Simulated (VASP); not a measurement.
**BN: single point with PBE+D3(BJ)**

BN:

```xyz
4
Lattice="2.5049 0.0000 0.0000 -1.2525 2.1693 0.0000 0.0000 0.0000 6.4896" Properties=species:S:1:pos:R:3 pbc="T T T"
B     0.0000    1.4462    1.6224
B     1.2525    0.7231    4.8672
N     0.0000    1.4462    4.8672
N     1.2525    0.7231    1.6224
```

This cell differs from its parent crystal: volume scaled by 0.98, then relaxed in part.

| Item | Value |
| --- | --- |
| Program | VASP 6.6.1 |
| Task | single point |
| Functional | PBE |
| Dispersion | D3(BJ) |
| Potentials or basis | VASP PAW PBE potentials, release 64 (B, N) |
| Cutoff | 600 eV |
| k mesh | 12 × 12 × 4 |
| Occupations | gaussian, width 0.01 eV |
| Spin | no spin polarisation |

```
Pressure                   : 0.5 GPa
Band gap on the k mesh     : 4.22 eV, indirect (least direct gap 4.62 eV)
Dispersion energy per atom : -0.145 eV
```

Stress tensor (GPa, compression positive):
```
0.60 0.00 0.00
0.00 0.60 0.00
0.00 0.00 0.38
```

Levels at points of the mesh, in eV from the valence-band top:
| k point | band 6 | band 7 | band 8 | band 9 | band 10 | band 11 |
| --- | --- | --- | --- | --- | --- | --- |
| (0.00, 0.00, 0.00) | -1.35 | -1.31 | -1.31 | 5.39 | 10.56 | 11.51 |
| (0.50, 0.00, 0.00) | -4.09 | -1.54 | -0.39 | 4.22 | 5.73 | 9.53 |
| (0.00, 0.00, 0.50) | -1.33 | -1.33 | -1.33 | 7.88 | 7.88 | 11.58 |
| (0.50, 0.00, 0.50) | -4.13 | -0.94 | -0.94 | 4.71 | 4.71 | 9.90 |

Run time: 46 s on 1 thread of Intel Xeon 8259CL (shared host), peak memory 0.18 GiB.

 A k mesh can miss the band edges.
